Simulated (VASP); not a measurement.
# Ba3SbP (Pm-3m) in VASP: settings compared

Aim: see how the results for Ba3SbP move with the level of theory and the settings. Levels: PBEsol, PBE. Tasks: single point.

Program: VASP 6.6.1. These are calculated values, not measurements. Logs are shortened: lines on timing, memory, paths and dates and some standing lists are left out, and cuts for length are marked.

## (1) The cell of the first run

The structure is cubic, space group Pm-3m (No. 221). Conventional cell: a = 6.113 Å, b = 6.113 Å, c = 6.113 Å, α = 90.00°, β = 90.00°, γ = 90.00°. Ba (site symmetry 4/mmm) has 2 P at 3.06 Å within 4.0 Å. Sb (site symmetry m-3m) has 12 Ba at 4.32 Å and 8 P at 5.29 Å within 5.7 Å. P (site symmetry m-3m) has 6 Ba at 3.06 Å within 4.0 Å.

## (2) Single point, PBEsol

The input, INCAR:

```
PREC = Accurate
ENCUT = 500
EDIFF = 1E-6
ISMEAR = 1
SIGMA = 0.035
LREAL = F
LASPH = T
NELM = 120
ALGO = Normal
ISIF = 2
LWAVE = F
LCHARG = T
GGA = PS
LELF = T
LVHAR = T
NBANDS = 33
GGA_COMPAT = F
```

The input, KPOINTS:

```
Automatic mesh
0
Gamma
  2 2 2
```

The input, POSCAR:

```
Ba3SbP
1.0
    6.1131770000      0.0000000000      0.0000000000
    0.0000000000      6.1131770000      0.0000000000
    0.0000000000      0.0000000000      6.1131770000
Ba Sb P
3 1 1
Direct
    0.0000000000      0.5000000000      0.5000000000
    0.5000000000      0.0000000000      0.5000000000
    0.5000000000      0.5000000000      0.0000000000
    0.0000000000      0.0000000000      0.0000000000
    0.5000000000      0.5000000000      0.5000000000
```

Potentials or basis: VASP PAW PBE potentials, release 64 (Ba_sv, Sb_d_GW, P).

The run is started by

```
cat potpaw_PBE.64/Ba_sv/POTCAR potpaw_PBE.64/Sb_d_GW/POTCAR potpaw_PBE.64/P/POTCAR > POTCAR
mpirun -np 1 vasp_std > vasp.out
```

OUTCAR:

```text
PREC = Accurate
   ENCUT = 500
   EDIFF = 1E-6
   ISMEAR = 1
   LREAL = F
   LASPH = T
   NELM = 120
   ISIF = 2
   GGA = PS

 ion  position               nearest neighbor table
   1  0.000  0.500  0.500-   5 3.06   5 3.06   2 4.32   3 4.32   2 4.32   2 4.32   3 4.32   3 4.32
                             3 4.32   2 4.32
   2  0.500  0.000  0.500-   5 3.06   5 3.06   1 4.32   3 4.32   1 4.32   3 4.32   3 4.32   3 4.32
                             1 4.32   1 4.32
   3  0.500  0.500  0.000-   5 3.06   5 3.06   1 4.32   1 4.32   2 4.32   2 4.32   2 4.32   2 4.32
                             1 4.32   1 4.32
   4  0.000  0.000  0.000-
   5  0.500  0.500  0.500-   1 3.06   2 3.06   3 3.06   3 3.06   2 3.06   1 3.06

  LATTYP: Found a simple cubic cell.
 ALAT       =     6.1131770000

  Lattice vectors:

 A1 = (   6.1131770000,   0.0000000000,   0.0000000000)
 A2 = (   0.0000000000,   6.1131770000,   0.0000000000)
 A3 = (   0.0000000000,   0.0000000000,   6.1131770000)

Analysis of symmetry for initial positions (statically):
=====================================================================
 Subroutine PRICEL returns:
 Original cell was already a primitive cell.

 Routine SETGRP: Setting up the symmetry group for a
 simple cubic supercell.

 Subroutine GETGRP returns: Found 48 space group operations
 (whereof 48 operations were pure point group operations)
 out of a pool of 48 trial point group operations.

The static configuration has the point symmetry O_h .

Analysis of symmetry for dynamics (positions and initial velocities):
=====================================================================
 Subroutine PRICEL returns:
 Original cell was already a primitive cell.

 Routine SETGRP: Setting up the symmetry group for a
 simple cubic supercell.

 Subroutine GETGRP returns: Found 48 space group operations
 (whereof 48 operations were pure point group operations)
 out of a pool of 48 trial point group operations.

The dynamic configuration has the point symmetry O_h .

 Subroutine INISYM returns: Found 48 space group operations
 (whereof 48 operations are pure point group operations),
 and found     1 'primitive' translations

----------------------------------------------------------------------------------------

                                     Primitive cell

  volume of cell :     228.4551

  direct lattice vectors                    reciprocal lattice vectors
     6.113177000  0.000000000  0.000000000     0.163581064  0.000000000  0.000000000
     0.000000000  6.113177000  0.000000000     0.000000000  0.163581064  0.000000000
     0.000000000  0.000000000  6.113177000     0.000000000  0.000000000  0.163581064

  length of vectors
     6.113177000  6.113177000  6.113177000     0.163581064  0.163581064  0.163581064

  position of ions in fractional coordinates (direct lattice)
     0.000000000  0.500000000  0.500000000
     0.500000000  0.000000000  0.500000000
     0.500000000  0.500000000  0.000000000
     0.000000000  0.000000000  0.000000000
     0.500000000  0.500000000  0.500000000

  ion indices of the primitive-cell ions
   primitive index   ion index
                 1           1
                 2           2
                 3           3
                 4           4
                 5           5

----------------------------------------------------------------------------------------

 KPOINTS: Automatic mesh

Automatic generation of k-mesh.
 Grid dimensions read from file:
 generate k-points for:    2    2    2

 Generating k-lattice:

  Cartesian coordinates                     Fractional coordinates (reciprocal lattice)
     0.081790532  0.000000000  0.000000000     0.500000000  0.000000000  0.000000000
     0.000000000  0.081790532  0.000000000     0.000000000  0.500000000  0.000000000
     0.000000000  0.000000000  0.081790532     0.000000000  0.000000000  0.500000000

  Length of vectors
     0.081790532  0.081790532  0.081790532

  Shift w.r.t. Gamma in fractional coordinates (k-lattice)
     0.000000000  0.000000000  0.000000000

 Subroutine IBZKPT returns following result:
 ===========================================

 Found      4 irreducible k-points:

 Following reciprocal coordinates:
            Coordinates               Weight
  0.000000  0.000000  0.000000      1.000000
  0.500000  0.000000  0.000000      3.000000
  0.500000  0.500000  0.000000      3.000000
  0.500000  0.500000  0.500000      1.000000
   k-points           NKPTS =      4   k-points in BZ     NKDIM =      4   number of bands    NBANDS=     33
   number of dos      NEDOS =    301   number of ions     NIONS =      5
   total plane-waves  NPLWV = 110592
   dimension x,y,z NGX =    48 NGY =   48 NGZ =   48
   dimension x,y,z NGXF=    96 NGYF=   96 NGZF=   96
   ions per type =               3   1   1
   NGX,Y,Z   is equivalent  to a cutoff of  13.05, 13.05, 13.05 a.u.
   NGXF,Y,Z  is equivalent  to a cutoff of  26.11, 26.11, 26.11 a.u.
 SYSTEM =  unknown system
   PREC   = accura    normal or accurate (medium, high low for compatibility)
   ISTART =      0    job   : 0-new  1-cont  2-samecut
   ICHARG =      2    charge: 1-file 2-atom 10-const
   ISPIN  =      1    spin polarized calculation?
   LNONCOLLINEAR =      F non collinear calculations
   LSORBIT =      F    spin-orbit coupling
   LASPH  =      T    aspherical Exc in radial PAW
   ENCUT  =  500.0 eV  36.75 Ry    6.06 a.u.  11.15 11.15 11.15*2*pi/ulx,y,z
   NELM   =    120;   NELMIN=  2; NELMDL= -5     # of ELM steps
   EDIFF  = 0.1E-05   stopping-criterion for ELM
   LREAL  =      F    real-space projection
   EDIFFG = 0.1E-04   stopping-criterion for IOM
   NSW    =      0    number of steps for IOM
   IBRION =     -1    ionic relax: 0-MD 1-quasi-New 2-CG
   NFREE  =      0    steps in history (QN), initial steepest desc. (CG)
   ISIF   =      2    stress and relaxation
   ISYM   =      2    0-nonsym 1-usesym 2-fastsym
   POTIM  = 0.5000    time-step for ionic-motion
   TEBEG  =    0.0;   TEEND  =   0.0 temperature during run
   PSTRESS=    0.0 pullay stress
   NELECT =      50.0000    total number of electrons
   NUPDOWN=      -1.0000    fix difference up-down
   EMIN   =  10.00;   EMAX   =-10.00  energy-range for DOS
   EFERMI =   0.00;   METHOD = LEGACY
   ISMEAR =     1;   SIGMA  =   0.04  broadening in eV -4-tet -1-fermi 0-gaus
   EFERMI_NEDOS =   21; number of points for ismear=-14 and -15
   IALGO  =     38    algorithm
   IMIX   =      4    mixing-type and parameters
     AMIX     =   0.40;   BMIX     =  1.00
     AMIX_MAG =   1.60;   BMIX_MAG =  1.00
  volume/ion in A,a.u.               =      45.69       308.34
  Fermi-wavevector in a.u.,A,eV,Ry     =   0.986577  1.864361 13.243028  0.973335
  Thomas-Fermi vector in A             =   2.117968
   LORBIT       =      0    0 simple, 1 ext, 2 COOP (PROOUT), +10 PAW based schemes
   GGA     = PS    functional components
   LHFCALC =     F    Hartree Fock is set to
   AEXX    =    0.0000 exact exchange contribution
   IVDW    =     0    specifies the selected vdW correction
   LEPSILON=     F    determine dielectric tensor
   LRPA    =     F    only Hartree local field effects (RPA)
 non-spin polarized calculation
 Methfessel and Paxton  Order N= 1 SIGMA  =   0.04
  energy-cutoff  :      500.00
  volume of cell :      228.46
 maximum number of plane-waves:      5832
 NGX is ok and might be reduce to    48
   NGX = 23   NGY = 23   NGZ = 23

 number of electron      50.0000007 magnetization

 Free energy of the ion-electron system (eV)
  ---------------------------------------------------
  ext. energy  EPLUGINS =         0.00000000
  ---------------------------------------------------
  free energy    TOTEN  =       -20.13521744 eV

  energy without entropy =      -20.13551172  energy(sigma->0) =      -20.13531553

 E-fermi :   2.0753     XC(G=0):  -8.0391

 val. band max:        1.9801457373   @ k =   0.0000   0.0000   0.0000
 cond. band min:       2.1049636855   @ k =   0.0000   0.0000   0.0000
 fundamental gap:      0.1248179481
 Fermi energy:         2.0752984720

 k-point     1 :       0.0000    0.0000    0.0000
  band No.  band energies     occupation
      1     -26.3891      2.00000
      2     -26.3218      2.00000
      3     -26.3218      2.00000
      4     -25.6009      2.00000
      5     -25.6009      2.00000
      6     -25.6009      2.00000
[... 25 lines left out ...]
     32       5.0560      0.00000
     33       5.0878      0.00000

 k-point     2 :       0.5000    0.0000    0.0000
  band No.  band energies     occupation
      1     -26.3667      2.00000
      2     -26.3437      2.00000
      3     -26.3216      2.00000
      4     -25.6010      2.00000
      5     -25.6009      2.00000
      6     -25.6009      2.00000
[... 25 lines left out ...]
     32       4.2859      0.00000
     33       5.2330      0.00000

 k-point     3 :       0.5000    0.5000    0.0000
  band No.  band energies     occupation
      1     -26.3442      2.00000
      2     -26.3435      2.00000
      3     -26.3435      2.00000
      4     -25.6010      2.00000
      5     -25.6009      2.00000
      6     -25.6009      2.00000
[... 25 lines left out ...]
     32       4.9648      0.00000
     33       5.3004      0.00000

 k-point     4 :       0.5000    0.5000    0.5000
  band No.  band energies     occupation
      1     -26.3434      2.00000
      2     -26.3434      2.00000
      3     -26.3434      2.00000
      4     -25.6009      2.00000
      5     -25.6009      2.00000
      6     -25.6009      2.00000
[... 25 lines left out ...]
     32       4.1748      0.00000
     33       5.6052      0.00000

------------------------ aborting loop because EDIFF is reached ----------------------------------------

  FORCE on cell =-STRESS in cart. coord.  units (eV):
  Direction    XX          YY          ZZ          XY          YZ          ZX
  --------------------------------------------------------------------------------------
  -------------------------------------------------------------------------------------
  Total       -0.6060385     -0.6060385     -0.6060385      0.0000000      0.0000000     -0.0000000
  in kB       -4.2502050     -4.2502050     -4.2502050      0.0000000      0.0000000     -0.0000000
  external PRESSURE =      -4.2502050 kB  Pullay stress =       0.0000000 kB

 VOLUME and BASIS-vectors are now :
 -----------------------------------------------------------------------------
  energy-cutoff  :      500.00
  volume of cell :      228.46
      direct lattice vectors                 reciprocal lattice vectors
     6.113177000  0.000000000  0.000000000     0.163581064  0.000000000  0.000000000
     0.000000000  6.113177000  0.000000000     0.000000000  0.163581064  0.000000000
     0.000000000  0.000000000  6.113177000     0.000000000  0.000000000  0.163581064

 POSITION                                       TOTAL-FORCE (eV/Angst)
 -----------------------------------------------------------------------------------
      0.00000      3.05659      3.05659         0.000000      0.000000      0.000000
      3.05659      0.00000      3.05659         0.000000      0.000000      0.000000
      3.05659      3.05659      0.00000         0.000000      0.000000      0.000000
      0.00000      0.00000      0.00000         0.000000      0.000000      0.000000
      3.05659      3.05659      3.05659         0.000000      0.000000      0.000000
 -----------------------------------------------------------------------------------
    total drift:                                0.000000      0.000000     -0.000000

  FREE ENERGIE OF THE ION-ELECTRON SYSTEM (eV)
  ---------------------------------------------------
  free  energy   TOTEN  =       -20.1352174370 eV

  energy  without entropy=      -20.1355117169  energy(sigma->0) =      -20.13531553
```

Run time: 72 s. Hardware: 1 thread of Intel Xeon Platinum 8259CL at 2.50GHz (Skylake/Cascade Lake), shared host; peak memory 0.34 GiB.

Results:

- Free energy: -20.1352 eV
- Pressure: -0.4 GPa
- Band gap on the k mesh: 0.12 eV

Levels at points of the mesh, in eV from the valence-band top:
```
           k point  band 21  band 22  band 23  band 24  band 25  band 26  band 27  band 28  band 29  band 30
(0.00, 0.00, 0.00)    -0.58    -0.58     0.00     0.00     0.00     0.12     0.35     0.35     0.42     0.42
(0.50, 0.00, 0.00)    -1.76    -0.76    -0.76    -0.69    -0.69     0.70     1.23     1.33     1.99     2.23
(0.50, 0.50, 0.00)    -2.42    -1.13    -1.13    -1.01    -0.94     1.71     1.71     1.86     2.06     2.06
(0.50, 0.50, 0.50)    -2.59    -2.59    -0.79    -0.79    -0.79     1.49     1.49     1.49     1.58     2.19
```

Caveat: the k points lie up to 0.51 Å⁻¹ apart; semilocal functionals underestimate gaps, and a narrow one can read as zero; the PAW data sets were made with another functional, which shifts forces and pressure a little; spin-orbit coupling is left out, which moves the levels of the heavy elements.

## (3) Single point, PBE

The input, INCAR:

```
ALGO = Normal
EDIFF = 1E-6
ENCUT = 500
GGA = PE
GGA_COMPAT = F
ISIF = 2
ISMEAR = -1
LASPH = T
LCHARG = T
LELF = T
LREAL = F
LVHAR = T
LWAVE = F
NBANDS = 33
NELM = 120
PREC = Accurate
SIGMA = 0.1
```

The input, KPOINTS:

```
k-points
0
Gamma
  4 4 4
```

POSCAR is that of step 2.

Potentials or basis: VASP PAW PBE potentials, release 64 (Ba_sv, Sb_d_GW, P).

The run is started by

```
cat potpaw_PBE.64/Ba_sv/POTCAR potpaw_PBE.64/Sb_d_GW/POTCAR potpaw_PBE.64/P/POTCAR > POTCAR
mpirun -np 1 vasp_std > vasp.out
```

OUTCAR:

```text
EDIFF = 1E-6
   ENCUT = 500
   GGA = PE
   ISIF = 2
   ISMEAR = -1
   LASPH = T
   LREAL = F
   NELM = 120
   PREC = Accurate

 ion  position               nearest neighbor table
   1  0.000  0.500  0.500-   5 3.06   5 3.06   2 4.32   3 4.32   2 4.32   2 4.32   3 4.32   3 4.32
                             3 4.32   2 4.32
   2  0.500  0.000  0.500-   5 3.06   5 3.06   1 4.32   3 4.32   1 4.32   3 4.32   3 4.32   3 4.32
[... 551 lines left out ...]
  --------------------------------------------------------------------------------------
  -------------------------------------------------------------------------------------
  Total       -0.1241387     -0.1241387     -0.1241387      0.0000000      0.0000000     -0.0000000
  in kB       -0.8705962     -0.8705962     -0.8705962      0.0000000      0.0000000     -0.0000000
  external PRESSURE =      -0.8705962 kB  Pullay stress =       0.0000000 kB

 VOLUME and BASIS-vectors are now :
 -----------------------------------------------------------------------------
  energy-cutoff  :      500.00
  volume of cell :      228.46
      direct lattice vectors                 reciprocal lattice vectors
     6.113177000  0.000000000  0.000000000     0.163581064  0.000000000  0.000000000
     0.000000000  6.113177000  0.000000000     0.000000000  0.163581064  0.000000000
     0.000000000  0.000000000  6.113177000     0.000000000  0.000000000  0.163581064

 POSITION                                       TOTAL-FORCE (eV/Angst)
 -----------------------------------------------------------------------------------
      0.00000      3.05659      3.05659         0.000000      0.000000      0.000000
      3.05659      0.00000      3.05659         0.000000      0.000000      0.000000
      3.05659      3.05659      0.00000         0.000000      0.000000      0.000000
      0.00000      0.00000      0.00000         0.000000      0.000000      0.000000
      3.05659      3.05659      3.05659         0.000000      0.000000      0.000000
 -----------------------------------------------------------------------------------
    total drift:                               -0.000000      0.000000     -0.000000

  FREE ENERGIE OF THE ION-ELECTRON SYSTEM (eV)
  ---------------------------------------------------
  free  energy   TOTEN  =       -19.4803005899 eV

  energy  without entropy=      -19.4706177575  energy(sigma->0) =      -19.47545917
```

OSZICAR:

```text
N       E                     dE             d eps       ncg     rms          rms(c)
DAV:   1     0.456361303569E+03    0.45636E+03   -0.19443E+04   951   0.831E+03
DAV:   2     0.372650226121E+02   -0.41910E+03   -0.40406E+03  1167   0.124E+03
DAV:   3    -0.177886738622E+02   -0.55054E+02   -0.54180E+02  1168   0.242E+02
DAV:   4    -0.214378573229E+02   -0.36492E+01   -0.36114E+01  1254   0.425E+01
DAV:   5    -0.215732155565E+02   -0.13536E+00   -0.13492E+00   928   0.617E+00    0.704E+00
DAV:   6    -0.196046937915E+02    0.19685E+01   -0.45929E+00  1008   0.782E+00    0.427E+00
DAV:   7    -0.195044858951E+02    0.10021E+00   -0.26997E+00  1032   0.676E+00    0.241E+00
DAV:   8    -0.194860266267E+02    0.18459E-01   -0.46002E-01   856   0.243E+00    0.958E-01
DAV:   9    -0.194778374185E+02    0.81892E-02   -0.87244E-02   920   0.183E+00    0.511E-01
DAV:  10    -0.194791189025E+02   -0.12815E-02   -0.76884E-03   912   0.390E-01    0.260E-01
DAV:  11    -0.194805361625E+02   -0.14173E-02   -0.28344E-03   960   0.348E-01    0.135E-01
DAV:  12    -0.194802721194E+02    0.26404E-03   -0.13162E-03  1008   0.120E-01    0.241E-02
DAV:  13    -0.194803029263E+02   -0.30807E-04   -0.34463E-04   992   0.115E-01    0.452E-02
DAV:  14    -0.194803088694E+02   -0.59431E-05   -0.98541E-06   872   0.214E-02    0.321E-02
DAV:  15    -0.194803015342E+02    0.73352E-05   -0.18492E-05   784   0.160E-02    0.125E-02
DAV:  16    -0.194803005899E+02    0.94422E-06   -0.51657E-06   744   0.930E-03
   1 F= -.19480301E+02 E0= -.19475459E+02  d E =-.968283E-02
```

stdout:

```text
POSCAR found type information on POSCAR BaSbP
 POSCAR found :  3 types and       5 ions
 scaLAPACK will be used
 LDA part: xc-table for (Slater+PW92), standard interpolation
 POSCAR, INCAR and KPOINTS ok, starting setup
 FFT: planning ... GRIDC
 FFT: planning ... GRID_SOFT
 FFT: planning ... GRID
 WAVECAR not read
 entering main loop
```

It took 1.8 min on 1 thread of AMD EPYC 9R14 (Zen 4), shared host; peak memory 0.34 GiB.

Results:

```yaml
Free_energy: -19.4803 eV
Pressure: -0.1 GPa
Band_gap_on_the_k_mesh: 0.29 eV
```

Levels at points of the mesh, in eV from the valence-band top:
| k point | band 23 | band 24 | band 25 | band 26 | band 27 | band 28 |
| --- | --- | --- | --- | --- | --- | --- |
| (0.00, 0.00, 0.00) | 0.00 | 0.00 | 0.00 | 0.29 | 0.50 | 0.50 |
| (0.50, 0.00, 0.00) | -0.73 | -0.64 | -0.64 | 0.87 | 1.37 | 1.47 |
| (0.50, 0.50, 0.00) | -1.09 | -0.94 | -0.90 | 1.88 | 1.88 | 2.03 |
| (0.50, 0.50, 0.50) | -0.76 | -0.76 | -0.76 | 1.63 | 1.63 | 1.63 |

Caveat: semilocal functionals underestimate gaps, and a narrow one can read as zero; spin-orbit coupling is left out, which moves the levels of the heavy elements. A k mesh can miss the band edges.
